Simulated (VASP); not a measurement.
# ZnS (Fm-3m) in VASP: notebook

ZnS is run at these levels: PBE; tasks: single point.

Everything below comes from runs of VASP 6.6.1. Logs are shortened: lines on timing, memory, paths and dates and some standing lists are left out, and cuts for length are marked.

### 1 The cell of the first run

It takes space group Fm-3m (No. 225, cubic). Conventional cell: a = 5.000 Å, b = 5.000 Å, c = 5.000 Å, α = 90.00°, β = 90.00°, γ = 90.00°. Zn (site symmetry m-3m) has 6 S at 2.50 Å within 3.3 Å. Within 3.3 Å of S (site symmetry m-3m) lie 6 Zn at 2.50 Å.

### 2 Single point, PBE (volume changed by -6%)

File INCAR:

```
ALGO     = Normal         # electronic algorithm
EDIFF    = 1E-6           # SCF threshold, eV
ENCUT    = 520            # plane-wave cutoff, eV
GGA      = PE             # functional
ISIF     = 2              # what is computed and relaxed
ISMEAR   = -1             # smearing method
LASPH    = True           # aspherical terms in the spheres
LCHARG   = False          # write CHGCAR
LREAL    = False          # projectors in reciprocal space
LWAVE    = False          # write WAVECAR
NBANDS   = 16             # bands
NELM     = 80             # most SCF steps
PREC     = Accurate       # precision mode
SIGMA    = 0.02           # smearing width, eV
```

File KPOINTS:

```
k-points
0
Gamma
  8 8 8
```

File POSCAR:

```
ZnS
1.0
    0.0000000000      2.4997888129      2.4997888129
    2.4997888129      0.0000000000      2.4997888129
    2.4997888129      2.4997888129      0.0000000000
Zn S
1 1
Direct
    0.0000000000      0.0000000000      0.0000000000
    0.5000000000      0.5000000000      0.5000000000
```

Potentials or basis: VASP PAW PBE potentials, release 64 (Zn, S).

Started as:

```console
cat potpaw_PBE.64/Zn/POTCAR potpaw_PBE.64/S/POTCAR > POTCAR
mpirun -np 1 vasp_std > vasp.out
```

OUTCAR:

```text
EDIFF = 1E-6
   ENCUT = 520
   GGA = PE
   ISIF = 2
   ISMEAR = -1
   LASPH = True
   LREAL = False
   NELM = 80
   PREC = Accurate

 ion  position               nearest neighbor table
   1  0.000  0.000  0.000-   2 2.50   2 2.50   2 2.50   2 2.50   2 2.50   2 2.50
   2  0.500  0.500  0.500-   1 2.50   1 2.50   1 2.50   1 2.50   1 2.50   1 2.50

  LATTYP: Found a face centered cubic cell.
 ALAT       =     4.9995776258

  Lattice vectors:

 A1 = (   0.0000000000,   2.4997888129,   2.4997888129)
 A2 = (   2.4997888129,   0.0000000000,   2.4997888129)
 A3 = (   2.4997888129,   2.4997888129,   0.0000000000)

Analysis of symmetry for initial positions (statically):
[... 33 lines left out ...]
                                     Primitive cell

  volume of cell :      31.2421

  direct lattice vectors                    reciprocal lattice vectors
     0.000000000  2.499788813  2.499788813    -0.200016896  0.200016896  0.200016896
     2.499788813  0.000000000  2.499788813     0.200016896 -0.200016896  0.200016896
     2.499788813  2.499788813  0.000000000     0.200016896  0.200016896 -0.200016896

  length of vectors
     3.535235242  3.535235242  3.535235242     0.346439427  0.346439427  0.346439427

  position of ions in fractional coordinates (direct lattice)
     0.000000000  0.000000000  0.000000000
     0.500000000  0.500000000  0.500000000

  ion indices of the primitive-cell ions
   primitive index   ion index
                 1           1
                 2           2

----------------------------------------------------------------------------------------

 KPOINTS: k-points

Automatic generation of k-mesh.
 Grid dimensions read from file:
 generate k-points for:    8    8    8

 Generating k-lattice:

  Cartesian coordinates                     Fractional coordinates (reciprocal lattice)
    -0.025002112  0.025002112  0.025002112     0.125000000  0.000000000  0.000000000
     0.025002112 -0.025002112  0.025002112     0.000000000  0.125000000  0.000000000
     0.025002112  0.025002112 -0.025002112     0.000000000  0.000000000  0.125000000

  Length of vectors
     0.043304928  0.043304928  0.043304928

  Shift w.r.t. Gamma in fractional coordinates (k-lattice)
     0.000000000  0.000000000  0.000000000

 Subroutine IBZKPT returns following result:
 ===========================================
[... 42 lines left out ...]
   ISPIN  =      1    spin polarized calculation?
   LNONCOLLINEAR =      F non collinear calculations
   LSORBIT =      F    spin-orbit coupling
   LASPH  =      T    aspherical Exc in radial PAW
   ENCUT  =  520.0 eV  38.22 Ry    6.18 a.u.   6.57  6.57  6.57*2*pi/ulx,y,z
   NELM   =     80;   NELMIN=  2; NELMDL= -5     # of ELM steps
   EDIFF  = 0.1E-05   stopping-criterion for ELM
   LREAL  =      F    real-space projection
   EDIFFG = 0.1E-04   stopping-criterion for IOM
   NSW    =      0    number of steps for IOM
   IBRION =     -1    ionic relax: 0-MD 1-quasi-New 2-CG
   NFREE  =      0    steps in history (QN), initial steepest desc. (CG)
   ISIF   =      2    stress and relaxation
   ISYM   =      2    0-nonsym 1-usesym 2-fastsym
   POTIM  = 0.5000    time-step for ionic-motion
   TEBEG  =    0.0;   TEEND  =   0.0 temperature during run
   PSTRESS=    0.0 pullay stress
   NELECT =      18.0000    total number of electrons
   NUPDOWN=      -1.0000    fix difference up-down
   EMIN   =  10.00;   EMAX   =-10.00  energy-range for DOS
   EFERMI =   0.00;   METHOD = LEGACY
   ISMEAR =    -1;   SIGMA  =   0.02  broadening in eV -4-tet -1-fermi 0-gaus
   EFERMI_NEDOS =   21; number of points for ismear=-14 and -15
   IALGO  =     38    algorithm
   IMIX   =      4    mixing-type and parameters
     AMIX     =   0.40;   BMIX     =  1.00
     AMIX_MAG =   1.60;   BMIX_MAG =  1.00
  volume/ion in A,a.u.               =      15.62       105.42
  Fermi-wavevector in a.u.,A,eV,Ry     =   1.362236  2.574253 25.248153  1.855687
  Thomas-Fermi vector in A             =   2.488743
   LORBIT       =      0    0 simple, 1 ext, 2 COOP (PROOUT), +10 PAW based schemes
   GGA     = PE    functional components
   LHFCALC =     F    Hartree Fock is set to
   AEXX    =    0.0000 exact exchange contribution
   IVDW    =     0    specifies the selected vdW correction
   LEPSILON=     F    determine dielectric tensor
   LRPA    =     F    only Hartree local field effects (RPA)
 non-spin polarized calculation
  energy-cutoff  :      520.00
  volume of cell :       31.24
 maximum number of plane-waves:       869
 NGX is ok and might be reduce to    28
   NGX = 13   NGY = 13   NGZ = 13

 number of electron      18.0000010 magnetization

 Free energy of the ion-electron system (eV)
  ---------------------------------------------------
  ext. energy  EPLUGINS =         0.00000000
  ---------------------------------------------------
  free energy    TOTEN  =        -6.17734351 eV

  energy without entropy =       -6.17663077  energy(sigma->0) =       -6.17698714

 E-fermi :   4.5098     XC(G=0): -11.0933

 val. band max:        4.4707935647   @ k =  -0.2500   0.1250   0.0000
 cond. band min:       4.9980340751   @ k =   0.3750   0.3750   0.0000
 fundamental gap:      0.5272405104
 Fermi energy:         4.5098211875

 k-point     1 :       0.0000    0.0000    0.0000
  band No.  band energies     occupation
      1      -9.8015      2.00000
      2      -1.9432      2.00000
      3      -1.9432      2.00000
      4      -1.9272      2.00000
      5      -1.9272      2.00000
      6      -1.9272      2.00000
[... 433 lines left out ...]
      3      -2.2183      2.00000
      4      -2.1735      2.00000
      5      -1.7296      2.00000
      6      -1.6976      2.00000
[... 8 lines left out ...]
     15      17.4542      0.00000
     16      20.5667      0.00000

 [... further k-points ...]

------------------------ aborting loop because EDIFF is reached ----------------------------------------

  FORCE on cell =-STRESS in cart. coord.  units (eV):
  Direction    XX          YY          ZZ          XY          YZ          ZX
  --------------------------------------------------------------------------------------
  -------------------------------------------------------------------------------------
  Total        1.2366293      1.2366293      1.2366293      0.0000000      0.0000000      0.0000000
  in kB       63.4176520     63.4176520     63.4176520      0.0000000      0.0000000      0.0000000
  external PRESSURE =      63.4176520 kB  Pullay stress =       0.0000000 kB

 VOLUME and BASIS-vectors are now :
 -----------------------------------------------------------------------------
  energy-cutoff  :      520.00
  volume of cell :       31.24
      direct lattice vectors                 reciprocal lattice vectors
     0.000000000  2.499788813  2.499788813    -0.200016896  0.200016896  0.200016896
     2.499788813  0.000000000  2.499788813     0.200016896 -0.200016896  0.200016896
     2.499788813  2.499788813  0.000000000     0.200016896  0.200016896 -0.200016896

 POSITION                                       TOTAL-FORCE (eV/Angst)
 -----------------------------------------------------------------------------------
      0.00000      0.00000      0.00000         0.000000      0.000000      0.000000
      2.49979      2.49979      2.49979        -0.000000     -0.000000     -0.000000
 -----------------------------------------------------------------------------------
    total drift:                               -0.000000      0.000000      0.000000

  FREE ENERGIE OF THE ION-ELECTRON SYSTEM (eV)
  ---------------------------------------------------
  free  energy   TOTEN  =        -6.1773435068 eV

  energy  without entropy=       -6.1766307722  energy(sigma->0) =       -6.17698714
```

stdout:

```text
POSCAR found type information on POSCAR ZnS
 POSCAR found :  2 types and       2 ions
 scaLAPACK will be used
 LDA part: xc-table for (Slater+PW92), standard interpolation
 POSCAR, INCAR and KPOINTS ok, starting setup
 FFT: planning ... GRIDC
 FFT: planning ... GRID_SOFT
 FFT: planning ... GRID
 WAVECAR not read
 entering main loop
```

Wall time 22 s (1 thread of Intel Xeon Platinum 8259CL at 2.50GHz (Skylake/Cascade Lake), shared host); peak memory 0.16 GiB.

Results:

```
Free energy            : -6.1773 eV
Pressure               : 6.3 GPa
Band gap on the k mesh : zero (band 9 reaches 4.47 eV, above the bottom of band 10 at 4.17 eV)
```

Levels at points of the mesh, in eV from the Fermi level:
| k point | band 5 | band 6 | band 7 | band 8 | band 9 | band 10 | band 11 | band 12 | band 13 | band 14 |
| --- | --- | --- | --- | --- | --- | --- | --- | --- | --- | --- |
| (0.00, 0.00, 0.00) | -6.44 | -6.44 | -0.70 | -0.70 | -0.70 | 2.20 | 8.99 | 8.99 | 8.99 | 11.88 |
| (0.50, 0.00, 0.00) | -6.25 | -6.25 | -5.53 | -0.13 | -0.13 | 3.82 | 5.48 | 5.48 | 7.89 | 13.64 |
| (0.50, 0.50, 0.00) | -6.19 | -5.71 | -5.66 | -2.77 | -2.77 | -0.34 | 5.25 | 12.29 | 12.79 | 12.79 |

Caveat: the cell differs from its parent crystal (volume changed by -6%).

### 3 Single point, PBE

This run uses another cell than the first one, of 16.21 Å³/atom, 1.038 times its volume.

File INCAR:

```
ALGO     = Normal         # electronic algorithm
EDIFF    = 1E-6           # SCF threshold, eV
ENCUT    = 520            # plane-wave cutoff, eV
GGA      = PE             # functional
ISIF     = 2              # what is computed and relaxed
ISMEAR   = -1             # smearing method
LASPH    = T              # aspherical terms in the spheres
LCHARG   = F              # write CHGCAR
LREAL    = F              # projectors in reciprocal space
LWAVE    = F              # write WAVECAR
NBANDS   = 16             # bands
NELM     = 60             # most SCF steps
PREC     = Accurate       # precision mode
SIGMA    = 0.02           # smearing width, eV
```

KPOINTS is that of step 2.

File POSCAR:

```
ZnS
1.0
    0.0000000000      2.5310227424      2.5310227424
    2.5310227424      0.0000000000      2.5310227424
    2.5310227424      2.5310227424      0.0000000000
Zn S
1 1
Direct
    0.0000000000      0.0000000000      0.0000000000
    0.5000000000      0.5000000000      0.5000000000
```

Potentials or basis: VASP PAW PBE potentials, release 64 (Zn, S).

Started as:

```console
cat potpaw_PBE.64/Zn/POTCAR potpaw_PBE.64/S/POTCAR > POTCAR
mpirun -np 1 vasp_std > vasp.out
```

It took 17 s on 1 thread of Intel Xeon Platinum 8259CL at 2.50GHz (Skylake/Cascade Lake), shared host; peak memory 0.16 GiB.

Results (log left out):

- Free energy: -6.2095 eV
- Pressure: 2.4 GPa
- Band gap on the k mesh: zero (band 9 reaches 4.06 eV, above the bottom of band 10 at 3.76 eV)

Levels at points of the mesh, in eV from the Fermi level:
```csv
k point,band 6,band 7,band 8,band 9,band 10,band 11,band 12,band 13
"(0.00, 0.00, 0.00)",-6.34,-0.65,-0.65,-0.65,1.92,9.02,9.02,9.02
"(0.50, 0.00, 0.00)",-6.17,-5.43,-0.13,-0.13,3.83,5.53,5.53,7.55
"(0.50, 0.50, 0.00)",-5.68,-5.37,-2.61,-2.61,-0.33,5.36,11.93,12.46
```

### 4 Single point, PBE (volume changed by -3%)

File INCAR:

```
PREC = Accurate
ENCUT = 520
EDIFF = 1E-7
ISMEAR = -1
SIGMA = 0.02
LREAL = F
LASPH = T
NELM = 80
ALGO = Normal
ISIF = 2
LWAVE = F
LCHARG = F
GGA = PE
NBANDS = 16
```

File KPOINTS:

```
regular mesh
0
Gamma
  8 8 8
```

File POSCAR:

```
ZnS
1.0
    0.0000000000      2.5261043132      2.5261043132
    2.5261043132      0.0000000000      2.5261043132
    2.5261043132      2.5261043132      0.0000000000
Zn S
1 1
Direct
    0.0000000000      0.0000000000      0.0000000000
    0.5000000000      0.5000000000      0.5000000000
```

Started as:

```console
cat potpaw_PBE.64/Zn/POTCAR potpaw_PBE.64/S/POTCAR > POTCAR
mpirun -np 1 vasp_std > vasp.out
```

It took 22 s on 1 thread of Intel Xeon Platinum 8259CL at 2.50GHz (Skylake/Cascade Lake), shared host; peak memory 0.16 GiB.

The run converged. Its results:

- Free energy: -6.2063 eV
- Pressure: 3.0 GPa
- Band gap on the k mesh: zero (band 9 reaches 4.12 eV, above the bottom of band 10 at 3.83 eV)

Levels at points of the mesh, in eV from the Fermi level:
```tsv
k point	band 6	band 7	band 8	band 9	band 10	band 11	band 12	band 13
(0.00, 0.00, 0.00)	-6.35	-0.66	-0.66	-0.66	1.96	9.01	9.01	9.01
(0.50, 0.00, 0.00)	-6.18	-5.44	-0.13	-0.13	3.83	5.52	5.52	7.60
(0.50, 0.50, 0.00)	-5.68	-5.41	-2.64	-2.64	-0.33	5.34	11.99	12.51
```

Caveat: the cell differs from its parent crystal (volume changed by -3%).

(Continued in part 2 of 2.)
